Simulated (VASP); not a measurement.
CuO: single point with r2SCAN

Crystal: CuO.

```xyz
2
Lattice="2.8495 0.0000 0.0000 -1.4248 2.4678 0.0000 0.0000 0.0000 2.6721" Properties=species:S:1:pos:R:3 pbc="T T T"
Cu    0.0000    0.0000    0.0000
O     1.4248    0.8226    1.3361
```

- Program: VASP 6.6.1
- Task: single point
- Functional: r2SCAN
- Potentials or basis: VASP PAW PBE potentials, release 64 (Cu, O)
- Cutoff: 520 eV
- k mesh: 6 × 6 × 6
- Occupations: gaussian, width 0.1 eV
- Spin: collinear spin, ferromagnetic start
- Starting moments: [0.62, 0.53] μB

The pressure is 0.7 GPa, the band gap on the k mesh is zero (filled and empty bands overlap) and the net moment is 0.99 μB per cell. The site moments are Cu +0.54; O +0.43 μB and the valence electrons inside the program's atomic spheres are Cu 9.82; O 4.96.

Stress tensor (GPa, compression positive):
```
0.63 0.00 0.00
0.00 0.63 0.00
0.00 0.00 0.87
```

Levels at points of the mesh, in eV from the Fermi level:
Spin up:
| k point | band 7 | band 8 | band 9 | band 10 | band 11 | band 12 |
| --- | --- | --- | --- | --- | --- | --- |
| (0.00, 0.00, 0.00) | -2.50 | -0.69 | -0.69 | 1.54 | 16.33 | 16.94 |
| (0.50, 0.00, 0.00) | -1.85 | -1.80 | -0.34 | 6.68 | 9.37 | 16.35 |
| (0.00, 0.00, 0.50) | -1.76 | -0.90 | -0.90 | 7.85 | 8.12 | 21.89 |
| (0.50, 0.00, 0.50) | -1.87 | -1.77 | -0.11 | 5.79 | 11.98 | 12.62 |
Spin down:
| k point | band 5 | band 6 | band 7 | band 8 | band 9 | band 10 | band 11 | band 12 |
| --- | --- | --- | --- | --- | --- | --- | --- | --- |
| (0.00, 0.00, 0.00) | -2.02 | -1.17 | -1.17 | 0.26 | 0.26 | 1.83 | 16.45 | 17.03 |
| (0.50, 0.00, 0.00) | -2.89 | -1.29 | -1.28 | -1.11 | 1.00 | 6.83 | 10.04 | 16.50 |
| (0.00, 0.00, 0.50) | -2.16 | -2.16 | -1.38 | 0.39 | 0.39 | 8.35 | 8.47 | 21.96 |
| (0.50, 0.00, 0.50) | -1.76 | -1.37 | -1.34 | -0.57 | 1.28 | 5.85 | 12.20 | 13.06 |

It took 86 s on 1 thread of Intel(R) Xeon(R) Platinum 8259CL CPU @ 2.50GHz (Skylake/Cascade Lake) (shared host), peak memory 0.16 GiB.

Caveat: the k points lie up to 0.42 Å⁻¹ apart, too coarse for converged energies and pressures of a metal; the PAW data sets were made with another functional, which shifts forces and pressure a little; a cell with one magnetic atom can't hold antiferromagnetic order, which such compounds often take; semilocal functionals often make such compounds metallic where correlation or magnetic order opens a gap, which also shifts bond lengths. With open d or f shells a metallic result of r2SCAN can be an artefact of self-interaction; +U or a hybrid may open a gap.
